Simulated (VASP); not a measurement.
Write the native input for VASP 6.6.1 that does the following.

```
Task                   : single point
Functional             : PBE
Potentials or basis    : VASP PAW PBE potentials, release 64 (Hf_pv, O)
Cutoff                 : 520 eV
k mesh                 : 2 × 2 × 2
Occupations            : gaussian, width 0.05 eV
Spin                   : no spin polarisation
Dipole correction      : no
Further INCAR settings : LREAL = Auto; ALGO = Normal; EDIFF = 1e-06; NBANDS = 206
```

The structure of HfO2 lies in POSCAR:

```
HfO2
1.0
   -5.2194630000      5.0047640000      5.0326850000
    5.2194630000     -5.0047640000      5.0326850000
    5.2194630000      5.0047640000     -5.0326850000
Hf O
16 32
Direct
    0.2544600000      0.1372230000      0.1502430000
    0.7544600000      0.6372230000      0.1502430000
    0.7544600000      0.1372230000      0.6502430000
    0.2544600000      0.6372230000      0.6502430000
    0.0044600000      0.1042170000      0.3672370000
    0.5044600000      0.6042170000      0.3672370000
    0.5044600000      0.1042170000      0.8672370000
    0.0044600000      0.6042170000      0.8672370000
    0.9869810000      0.3872230000      0.1327630000
    0.4869810000      0.8872230000      0.1327630000
    0.4869810000      0.3872230000      0.6327630000
    0.9869810000      0.8872230000      0.6327630000
    0.7369810000      0.3542170000      0.3497570000
    0.2369810000      0.8542170000      0.3497570000
    0.2369810000      0.3542170000      0.8497570000
    0.7369810000      0.8542170000      0.8497570000
    0.2253110000      0.3735700000      0.2196140000
    0.7253110000      0.8735700000      0.2196140000
    0.7253110000      0.3735700000      0.7196140000
    0.2253110000      0.8735700000      0.7196140000
    0.9753110000      0.0056970000      0.1017410000
    0.4753110000      0.5056970000      0.1017410000
    0.4753110000      0.0056970000      0.6017410000
    0.9753110000      0.5056970000      0.6017410000
    0.4762050000      0.1131200000      0.0970330000
    0.9762050000      0.6131200000      0.0970330000
    0.9762050000      0.1131200000      0.5970330000
    0.4762050000      0.6131200000      0.5970330000
    0.7262050000      0.3791720000      0.1130840000
    0.2262050000      0.8791720000      0.1130840000
    0.2262050000      0.3791720000      0.6130840000
    0.7262050000      0.8791720000      0.6130840000
    0.2660880000      0.1291720000      0.4029670000
    0.7660880000      0.6291720000      0.4029670000
    0.7660880000      0.1291720000      0.9029670000
    0.2660880000      0.6291720000      0.9029670000
    0.5160880000      0.3631200000      0.3869160000
    0.0160880000      0.8631200000      0.3869160000
    0.0160880000      0.3631200000      0.8869160000
    0.5160880000      0.8631200000      0.8869160000
    0.6539560000      0.1235700000      0.3982590000
    0.1539560000      0.6235700000      0.3982590000
    0.1539560000      0.1235700000      0.8982590000
    0.6539560000      0.6235700000      0.8982590000
    0.9039560000      0.2556970000      0.2803860000
    0.4039560000      0.7556970000      0.2803860000
    0.4039560000      0.2556970000      0.7803860000
    0.9039560000      0.7556970000      0.7803860000
```

The input as run:

INCAR

```
PREC = Accurate
ENCUT = 520
EDIFF = 1E-6
ISMEAR = 0
SIGMA = 0.05
LREAL = Auto
LASPH = True
NELM = 60
ALGO = Normal
ISIF = 2
LWAVE = False
LCHARG = False
GGA = PE
NBANDS = 206
LUSENCCL = False
```

KPOINTS

```
Automatic mesh
0
Gamma
  2 2 2
```

Potentials or basis: VASP PAW PBE potentials, release 64 (Hf_pv, O).

Launch:

```bash
$ cat potpaw_PBE.64/Hf_pv/POTCAR potpaw_PBE.64/O/POTCAR > POTCAR
$ mpirun -np 1 vasp_std > vasp.out
```

It gave:

The pressure is 6.3 GPa, the largest force is 0.070 eV/Å and the band gap on the k mesh is 4.46 eV.

Caveat: the k points lie up to 0.43 Å⁻¹ apart; spin-orbit coupling is left out, which moves the levels of the heavy elements.

Run time: 2.8 min on 1 × NVIDIA H100 80GB with 1 thread of AMD EPYC 7R13 Processor (Zen 3), with other jobs on the host, peak memory 1.7 GiB.
